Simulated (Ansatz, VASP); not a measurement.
One calculation of BiB, two programs

```xyz
2
Lattice="0.0000 2.7345 2.7345 2.7345 0.0000 2.7345 2.7345 2.7345 0.0000" Properties=species:S:1:pos:R:3 pbc="T T T"
B     0.0000    0.0000    0.0000
Bi    1.3672    1.3672    1.3672
```

Alike in both runs: task single point; functional r2SCAN; dispersion rVV10; k mesh 10 × 10 × 10; occupations fermi-dirac, width 0.03 eV; no spin polarisation.

|  | VASP | Ansatz |
| --- | --- | --- |
| version | VASP 6.6.1 | Ansatz 0.2.0 |
| potentials or method | VASP PAW PBE potentials, release 64 (B, Bi_d) | plane waves, PAW |
| plane-wave cutoff (eV) | 520 | 500 |
| valence electrons in the cell | 18 | 18 |

```tsv
	VASP	Ansatz	Ansatz less VASP
pressure (GPa)	0.1	0.1	-0.09
```

VASP's potentials were made for PBE, not for r2SCAN.

Neither program's run includes spin-orbit coupling.
